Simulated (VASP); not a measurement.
A run of VASP 6.6.1:

File INCAR:

```
SYSTEM = SiW8C8Cl2
ALGO     = Normal         ! electronic algorithm
EDIFF    = 1E-6           ! SCF threshold, eV
ENCUT    = 520            ! plane-wave cutoff, eV
GGA      = PE             ! functional
ISIF     = 2              ! what is computed and relaxed
ISMEAR   = -1             ! smearing method
LASPH    = .TRUE.         ! aspherical terms in the spheres
LCHARG   = .TRUE.         ! write CHGCAR
LELF     = .TRUE.         ! ELF
LREAL    = Auto         
LVHAR    = .TRUE.       
LWAVE    = .FALSE.        ! write WAVECAR
NBANDS   = 96             ! bands
NELM     = 60             ! most SCF steps
PREC     = Accurate       ! precision mode
SIGMA    = 0.1            ! smearing width, eV
```

Contents of KPOINTS:

```
k-points
0
G
  3 3 1
  0 0 0
```

POSCAR

```
SiW8C8Cl2
1.0
    5.8006000000      0.0000000000      0.0000000000
   -2.9003000000      5.0234670000      0.0000000000
    0.0000000000      0.0000000000     16.2466500000
W C Si Cl
8 8 1 2
Direct
    0.0000000000      0.0000000000      0.0615511505
   -0.0001413735      0.0103713232      0.2411389425
   -0.0000119541      0.4999933313      0.0615511505
    0.0060788408      0.4890049044      0.2418098500
    0.5000000000      0.0000000000      0.0615511505
    0.4938806718      0.0073455245      0.2443519125
    0.5000052854      0.4999933313      0.0615511505
    0.4944863820      0.5029195972      0.2347437779
    0.3451186132      0.1751181007      0.1452360948
    0.3328296534      0.1828816632      0.3157758676
    0.3302920266      0.6701347894      0.1461285865
    0.3358079213      0.6877521043      0.3334533581
    0.8209154410      0.1407792666      0.1450329760
    0.8229407347      0.1774471695      0.3231743159
    0.8386896622      0.6700352565      0.1489784048
    0.8445116707      0.6834721916      0.3100454555
    0.3291650781      0.4234923809      0.3907082383
   -0.0943849468      0.2164640476      0.4348896542
    0.5340615909      0.5039746454      0.4971547981
```

Potentials or basis: VASP PAW PBE potentials, release 64 (W_sv, C, Si, Cl).

Launch:

```sh
$ cat potpaw_PBE.64/W_sv/POTCAR potpaw_PBE.64/C/POTCAR potpaw_PBE.64/Si/POTCAR potpaw_PBE.64/Cl/POTCAR > POTCAR
$ mpirun -np 1 vasp_std > vasp.out
```

Hardware: 1 thread of Intel(R) Xeon(R) Platinum 8488C (Sapphire Rapids), on a shared host.

Question: How long does it take, and how much memory?

Answer: Run time: 14 min on 1 thread of Intel(R) Xeon(R) Platinum 8488C (Sapphire Rapids), on a shared host, peak memory 0.69 GiB. Counts: scf iterations 28, k points 5.
